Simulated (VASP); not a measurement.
Al3TeO4: single point with PBE

Al3TeO4:

```
Al Te O
1.0
     6.28453    0.00000    0.00000
     0.00000    6.28453    0.00000
     0.00000    0.00000    6.28453
Al Te O
3 1 4
Cartesian
  3.1423 0.0000 0.0000
  0.0000 3.1423 0.0000
  0.0000 0.0000 3.1423
  0.0000 0.0000 0.0000
  0.0000 3.1423 3.1423
  3.1423 0.0000 3.1423
  3.1423 3.1423 0.0000
  3.1423 3.1423 3.1423
```

```
Program                : VASP 6.6.1
Task                   : single point
Functional             : PBE
Potentials or basis    : VASP PAW PBE potentials, release 64 (Al, Te, O)
Cutoff                 : 520 eV
k mesh                 : 4 × 4 × 4
Occupations            : gaussian, width 0.1 eV
Spin                   : no spin polarisation
Dipole correction      : no
Further INCAR settings : ALGO = Normal; EDIFF = 1e-07; NBANDS = 30
```

The pressure is -10.4 GPa.

Levels at points of the mesh, in eV from the Fermi level:
| k point | band 17 | band 18 | band 19 | band 20 | band 21 | band 22 | band 23 | band 24 |
| --- | --- | --- | --- | --- | --- | --- | --- | --- |
| (0.00, 0.00, 0.00) | -0.85 | -0.57 | -0.57 | -0.57 | 0.23 | 0.23 | 0.23 | 4.34 |
| (0.50, 0.00, 0.00) | -0.41 | -0.41 | -0.17 | -0.09 | 0.23 | 0.23 | 0.71 | 2.83 |
| (0.50, 0.50, 0.00) | -0.37 | -0.37 | -0.30 | 0.19 | 0.23 | 1.05 | 1.05 | 2.07 |
| (0.50, 0.50, 0.50) | -0.44 | -0.44 | -0.29 | -0.29 | 1.35 | 1.35 | 1.35 | 2.04 |

It took 2.6 min on 1 thread of AMD EPYC 7R43 64-Core Processor (Zen 3), with other jobs on the host, peak memory 0.31 GiB.

Caveat: spin-orbit coupling is left out, which moves the levels of the heavy elements; an odd number of electrons without spin polarisation forces a metal; a magnetic or distorted state may lie lower.
